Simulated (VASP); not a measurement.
# TiB2 (P-1) in VASP: a series of runs

The runs below take TiB2 through single point, with PBE.

Everything below comes from runs of VASP 6.6.1. Logs are shortened: lines on timing, memory, paths and dates and some standing lists are left out, and cuts for length are marked.

## Step 1: The cell of the first run

The typed cell holds 3 atoms: a = 3.030 Å, b = 3.003 Å, c = 3.229 Å, α = 89.57°, β = 88.85°, γ = 119.13°.

## Step 2: Single point, PBE (equal xy, yz and zx shear strains of +2 %)

Contents of INCAR:

```
SYSTEM = TiB2
PREC = Accurate ; ENCUT = 520
EDIFF = 1E-6 ; ISMEAR = -1
SIGMA = 0.08 ; LREAL = .FALSE.
LASPH = .TRUE. ; NELM = 100
ALGO = Normal ; ISIF = 2
LWAVE = .FALSE. ; LCHARG = .FALSE.
GGA = PE ; NBANDS = 16
```

Contents of KPOINTS:

```
Automatic mesh
0
G
  15 15 13
  0 0 0
```

Contents of POSCAR:

```
TiB2
1.0
    3.0291982016      0.0302919820      0.0302919820
   -1.4883654748      2.6082166047      0.0110876350
    0.0322840000      0.0322840000      3.2284000000
Ti B
1 2
Direct
    0.0000000000      0.0000000000      0.0000000000
    0.3333333333      0.6666666667      0.5000000000
    0.6666666667      0.3333333333      0.5000000000
```

Potentials or basis: VASP PAW PBE potentials, release 64 (Ti_sv, B).

On the command line:

```console
cat potpaw_PBE.64/Ti_sv/POTCAR potpaw_PBE.64/B/POTCAR > POTCAR
mpirun -np 1 vasp_std > vasp.out
```

OUTCAR:

```text
SYSTEM = TiB2
   PREC = Accurate
   ENCUT = 520
   EDIFF = 1E-6
   ISMEAR = -1
   LREAL = .FALSE.
   LASPH = .TRUE.
   NELM = 100
   ISIF = 2
   GGA = PE

 ion  position               nearest neighbor table
   1  0.000  0.000  0.000-   2 2.36   3 2.36   3 2.36   2 2.36   3 2.36   2 2.36   2 2.38   3 2.38
                             3 2.40   2 2.40   3 2.42   2 2.42
   2  0.333  0.667  0.500-   3 1.73   3 1.75   3 1.76   1 2.36   1 2.36   1 2.36   1 2.38   1 2.40
                             1 2.42
   3  0.667  0.333  0.500-   2 1.73   2 1.75   2 1.76   1 2.36   1 2.36   1 2.36   1 2.38   1 2.40
                             1 2.42

  LATTYP: Found a triclinic cell.
 ALAT       =     5.2472498377
 B/A-ratio  =     0.5723042227
 C/A-ratio  =     0.6153171516
 COS(alpha) =     0.0074204947
 COS(beta)  =     0.0200959808
 COS(gamma) =     0.8635246262

  Lattice vectors:

 A1 = (   0.0524672520,   5.2467251914,   0.0524672520)
 A2 = (  -1.4883654748,   2.6082166047,   0.0110876350)
 A3 = (   0.0322840000,   0.0322840000,   3.2284000000)

Analysis of symmetry for initial positions (statically):
=====================================================================
 Subroutine PRICEL returns:
 Original cell was already a primitive cell.

 Routine SETGRP: Setting up the symmetry group for a
 triclinic supercell.

 Subroutine GETGRP returns: Found  2 space group operations
 (whereof  2 operations were pure point group operations)
 out of a pool of  2 trial point group operations.

The static configuration has the point symmetry S_2 .

Analysis of symmetry for dynamics (positions and initial velocities):
=====================================================================
 Subroutine PRICEL returns:
 Original cell was already a primitive cell.

 Routine SETGRP: Setting up the symmetry group for a
 triclinic supercell.

 Subroutine GETGRP returns: Found  2 space group operations
 (whereof  2 operations were pure point group operations)
 out of a pool of  2 trial point group operations.

The dynamic configuration has the point symmetry S_2 .

 Subroutine INISYM returns: Found  2 space group operations
 (whereof  2 operations are pure point group operations),
 and found     1 'primitive' translations

----------------------------------------------------------------------------------------

                                     Primitive cell

  volume of cell :      25.6474

  direct lattice vectors                    reciprocal lattice vectors
     3.029198202  0.030291982  0.030291982     0.328298289  0.187363662 -0.005156620
    -1.488365475  2.608216605  0.011087635    -0.003774907  0.381265655 -0.003774907
     0.032284000  0.032284000  3.228400000    -0.003067449 -0.003067449  0.309812309

  length of vectors
     3.029501106  3.003023240  3.228722824     0.378036373  0.381303029  0.309842678

  position of ions in fractional coordinates (direct lattice)
     0.000000000  0.000000000  0.000000000
     0.333333333  0.666666667  0.500000000
     0.666666667  0.333333333  0.500000000

  ion indices of the primitive-cell ions
   primitive index   ion index
                 1           1
                 2           2
                 3           3

----------------------------------------------------------------------------------------

 KPOINTS: Automatic mesh

Automatic generation of k-mesh.
 Grid dimensions read from file:
 generate k-points for:   15   15   13

 Generating k-lattice:

  Cartesian coordinates                     Fractional coordinates (reciprocal lattice)
     0.021886553  0.012490911 -0.000343775     0.066666667  0.000000000  0.000000000
    -0.000251660  0.025417710 -0.000251660     0.000000000  0.066666667  0.000000000
    -0.000235958 -0.000235958  0.023831716    -0.000000000  0.000000000  0.076923077

  Length of vectors
     0.025202425  0.025420202  0.023834052

  Shift w.r.t. Gamma in fractional coordinates (k-lattice)
     0.000000000  0.000000000  0.000000000

 Subroutine IBZKPT returns following result:
 ===========================================

 Found   1463 irreducible k-points:

 Following reciprocal coordinates:
            Coordinates               Weight
  0.000000  0.000000  0.000000      1.000000
  0.066667 -0.000000 -0.000000      2.000000
  0.133333  0.000000 -0.000000      2.000000
  0.200000 -0.000000 -0.000000      2.000000
  0.266667  0.000000 -0.000000      2.000000
  0.333333 -0.000000 -0.000000      2.000000
[... 16 lines left out ...]
 -0.066667  0.066667  0.000000      2.000000
 -0.000000  0.133333 -0.000000      2.000000
 [... further k-points ...]
   k-points           NKPTS =   1463   k-points in BZ     NKDIM =   1463   number of bands    NBANDS=     16
   number of dos      NEDOS =    301   number of ions     NIONS =      3
   total plane-waves  NPLWV =  13824
   dimension x,y,z NGX =    24 NGY =   24 NGZ =   24
   dimension x,y,z NGXF=    48 NGYF=   48 NGZF=   48
   ions per type =               1   2
   NGX,Y,Z   is equivalent  to a cutoff of  13.17, 13.29, 12.36 a.u.
   NGXF,Y,Z  is equivalent  to a cutoff of  26.34, 26.57, 24.72 a.u.
 SYSTEM =  TiB2
   PREC   = accura    normal or accurate (medium, high low for compatibility)
   ISTART =      0    job   : 0-new  1-cont  2-samecut
   ICHARG =      2    charge: 1-file 2-atom 10-const
   ISPIN  =      1    spin polarized calculation?
   LNONCOLLINEAR =      F non collinear calculations
   LSORBIT =      F    spin-orbit coupling
   LASPH  =      T    aspherical Exc in radial PAW
   ENCUT  =  520.0 eV  38.22 Ry    6.18 a.u.   5.63  5.58  6.00*2*pi/ulx,y,z
   NELM   =    100;   NELMIN=  2; NELMDL= -5     # of ELM steps
   EDIFF  = 0.1E-05   stopping-criterion for ELM
   LREAL  =      F    real-space projection
   EDIFFG = 0.1E-04   stopping-criterion for IOM
   NSW    =      0    number of steps for IOM
   IBRION =     -1    ionic relax: 0-MD 1-quasi-New 2-CG
   NFREE  =      0    steps in history (QN), initial steepest desc. (CG)
   ISIF   =      2    stress and relaxation
   ISYM   =      2    0-nonsym 1-usesym 2-fastsym
   POTIM  = 0.5000    time-step for ionic-motion
   TEBEG  =    0.0;   TEEND  =   0.0 temperature during run
   PSTRESS=    0.0 pullay stress
   NELECT =      18.0000    total number of electrons
   NUPDOWN=      -1.0000    fix difference up-down
   EMIN   =  10.00;   EMAX   =-10.00  energy-range for DOS
   EFERMI =   0.00;   METHOD = LEGACY
   ISMEAR =    -1;   SIGMA  =   0.08  broadening in eV -4-tet -1-fermi 0-gaus
   EFERMI_NEDOS =   21; number of points for ismear=-14 and -15
   IALGO  =     38    algorithm
   IMIX   =      4    mixing-type and parameters
     AMIX     =   0.40;   BMIX     =  1.00
     AMIX_MAG =   1.60;   BMIX_MAG =  1.00
  volume/ion in A,a.u.               =       8.55        57.69
  Fermi-wavevector in a.u.,A,eV,Ry     =   1.454848  2.749265 28.797866  2.116583
  Thomas-Fermi vector in A             =   2.571951
   LORBIT       =      0    0 simple, 1 ext, 2 COOP (PROOUT), +10 PAW based schemes
   GGA     = PE    functional components
   LHFCALC =     F    Hartree Fock is set to
   AEXX    =    0.0000 exact exchange contribution
   IVDW    =     0    specifies the selected vdW correction
   LEPSILON=     F    determine dielectric tensor
   LRPA    =     F    only Hartree local field effects (RPA)
 non-spin polarized calculation
  energy-cutoff  :      520.00
  volume of cell :       25.65
 maximum number of plane-waves:       703
   NGX = 11   NGY = 11   NGZ = 13

 number of electron      18.0000000 magnetization

 Free energy of the ion-electron system (eV)
  ---------------------------------------------------
  ext. energy  EPLUGINS =         0.00000000
  ---------------------------------------------------
  free energy    TOTEN  =       -24.40749685 eV

  energy without entropy =      -24.39938398  energy(sigma->0) =      -24.40344042

 E-fermi :  10.0155     XC(G=0): -12.7692

 val. band max:       10.0106555371   @ k =  -0.2667   0.4667   0.0000
 cond. band min:      10.0168318651   @ k =  -0.4667   0.2000   0.0000
 fundamental gap:      0.0061763281
 Fermi energy:        10.0155312354

 k-point     1 :       0.0000    0.0000    0.0000
  band No.  band energies     occupation
      1     -46.9514      2.00000
      2     -23.3051      2.00000
      3     -23.0027      2.00000
      4     -22.9727      2.00000
      5      -3.5066      2.00000
      6       7.3031      2.00000
[... 8 lines left out ...]
     15      15.8894      0.00000
     16      16.9938      0.00000

 k-point     2 :       0.0667   -0.0000   -0.0000
  band No.  band energies     occupation
      1     -46.9492      2.00000
      2     -23.3023      2.00000
      3     -23.0194      2.00000
      4     -22.9772      2.00000
      5      -3.4222      2.00000
      6       7.0550      2.00000
[... 8 lines left out ...]
     15      16.4030      0.00000
     16      17.2108      0.00000

 k-point     3 :       0.1333    0.0000   -0.0000
  band No.  band energies     occupation
      1     -46.9429      2.00000
      2     -23.2944      2.00000
      3     -23.0677      2.00000
      4     -22.9886      2.00000
      5      -3.1722      2.00000
      6       6.3791      2.00000
[... 8 lines left out ...]
     15      17.5309      0.00000
     16      17.9300      0.00000

 k-point     4 :       0.2000   -0.0000   -0.0000
  band No.  band energies     occupation
      1     -46.9336      2.00000
      2     -23.2830      2.00000
      3     -23.1387      2.00000
      4     -23.0045      2.00000
      5      -2.7652      2.00000
      6       5.4418      2.00000
[... 8 lines left out ...]
     15      17.9112      0.00000
     16      18.9041      0.00000
[... 324 lines left out ...]
 k-point    22 :      -0.1333    0.0667    0.0000
  band No.  band energies     occupation
      1     -46.9446      2.00000
      2     -23.2966      2.00000
      3     -23.0444      2.00000
      4     -22.9951      2.00000
      5      -3.2508      2.00000
      6       6.6935      2.00000
[... 8 lines left out ...]
     15      16.9594      0.00000
     16      17.8449      0.00000

 k-point    23 :      -0.0667    0.0667    0.0000
  band No.  band energies     occupation
      1     -46.9490      2.00000
      2     -23.3021      2.00000
      3     -23.0085      2.00000
      4     -22.9899      2.00000
      5      -3.4194      2.00000
      6       7.2096      2.00000
[... 8 lines left out ...]
     15      16.2586      0.00000
     16      17.3109      0.00000

 k-point    24 :      -0.0000    0.1333   -0.0000
  band No.  band energies     occupation
      1     -46.9424      2.00000
      2     -23.2939      2.00000
      3     -23.0585      2.00000
      4     -23.0012      2.00000
      5      -3.1667      2.00000
      6       6.4705      2.00000
[... 8 lines left out ...]
     15      17.4213      0.00000
     16      18.1031      0.00000

 [... further k-points ...]

------------------------ aborting loop because EDIFF is reached ----------------------------------------

  FORCE on cell =-STRESS in cart. coord.  units (eV):
  Direction    XX          YY          ZZ          XY          YZ          ZX
  --------------------------------------------------------------------------------------
  -------------------------------------------------------------------------------------
  Total        0.1856490      0.1768493      0.0326022     -0.9237627     -0.8061674     -0.8066353
  in kB       11.5973612     11.0476543      2.0366358    -57.7068137    -50.3607193    -50.3899440
  external PRESSURE =       8.2272171 kB  Pullay stress =       0.0000000 kB

 VOLUME and BASIS-vectors are now :
 -----------------------------------------------------------------------------
  energy-cutoff  :      520.00
  volume of cell :       25.65
      direct lattice vectors                 reciprocal lattice vectors
     3.029198202  0.030291982  0.030291982     0.328298289  0.187363662 -0.005156620
    -1.488365475  2.608216605  0.011087635    -0.003774907  0.381265655 -0.003774907
     0.032284000  0.032284000  3.228400000    -0.003067449 -0.003067449  0.309812309

 POSITION                                       TOTAL-FORCE (eV/Angst)
 -----------------------------------------------------------------------------------
      0.00000      0.00000      0.00000        -0.000000     -0.000000      0.000000
      0.03363      1.76505      1.63169        -0.069834      0.005612     -0.003948
      1.53949      0.90574      1.63809         0.069834     -0.005612      0.003948
 -----------------------------------------------------------------------------------
    total drift:                               -0.000000      0.000000      0.000000

  FREE ENERGIE OF THE ION-ELECTRON SYSTEM (eV)
  ---------------------------------------------------
  free  energy   TOTEN  =       -24.4074968523 eV

  energy  without entropy=      -24.3993839802  energy(sigma->0) =      -24.40344042
```

It took 10 min on 1 thread of AMD EPYC 7R43 (Zen 3), shared host; peak memory 0.6 GiB.

Results:

```yaml
Free_energy: -24.4075 eV
Pressure: 0.8 GPa
Largest_force: 0.070 eV/Å
Band_gap_on_the_k_mesh: zero (bands 9 and 10 overlap by 0.35 eV)
```

Forces in eV/Å, atoms in the order of the input:
```
Ti   0.000  0.000  0.000
B   -0.070  0.006 -0.004
B    0.070 -0.006  0.004
```

Levels at points of the mesh, in eV from the Fermi level:
| k point | band 7 | band 8 | band 9 | band 10 | band 11 | band 12 |
| --- | --- | --- | --- | --- | --- | --- |
| (0.00, 0.00, 0.00) | -2.53 | -2.34 | -2.12 | 1.83 | 1.89 | 3.61 |

Caveat: the cell differs from its parent crystal (equal xy, yz and zx shear strains of +2 %).

## Step 3: Single point, PBE (equal xy, yz and zx shear strains of -1 %)

Contents of INCAR:

```
SYSTEM = TiB2
ALGO = Normal ; EDIFF = 1E-6
ENCUT = 520 ; GGA = PE
ISIF = 2 ; ISMEAR = -1
LASPH = .TRUE. ; LCHARG = .FALSE.
LREAL = .FALSE. ; LWAVE = .FALSE.
NBANDS = 16 ; NELM = 80
PREC = Accurate ; SIGMA = 0.08
```

Contents of KPOINTS:

```
k-points
0
G
  15 15 13
  0 0 0
```

Contents of POSCAR:

```
TiB2
1.0
    3.0291982016     -0.0151459910     -0.0151459910
   -1.5277159138      2.6309355912     -0.0055438175
   -0.0161420000     -0.0161420000      3.2284000000
Ti B
1 2
Direct
    0.0000000000      0.0000000000      0.0000000000
    0.3333333333      0.6666666667      0.5000000000
    0.6666666667      0.3333333333      0.5000000000
```

Potentials or basis: VASP PAW PBE potentials, release 64 (Ti_sv, B).

On the command line:

```console
cat potpaw_PBE.64/Ti_sv/POTCAR potpaw_PBE.64/B/POTCAR > POTCAR
mpirun -np 1 vasp_std > vasp.out
```

Wall time 11 min (1 thread of AMD EPYC 7R43 (Zen 3), shared host); peak memory 0.59 GiB.

Results (log left out):

- Free energy: -24.4264 eV
- Pressure: 0.6 GPa
- Largest force: 0.032 eV/Å
- Band gap on the k mesh: zero (bands 9 and 10 overlap by 0.41 eV)

Forces on the atoms (eV/Å):
```
Ti   0.000  0.000  0.000
B    0.032  0.001 -0.001
B   -0.032 -0.001  0.001
```

Stress tensor (GPa, compression positive):
```
 0.89  3.00  2.62
 3.00  0.87  2.62
 2.62  2.62 -0.10
```

Levels at points of the mesh, in eV from the Fermi level:
```
           k point  band 6  band 7  band 8  band 9  band 10  band 11  band 12  band 13
(0.00, 0.00, 0.00)   -2.67   -2.57   -2.34   -2.13     1.86     1.88     3.62     3.65
```

Caveat: the cell differs from its parent crystal (equal xy, yz and zx shear strains of -1 %).
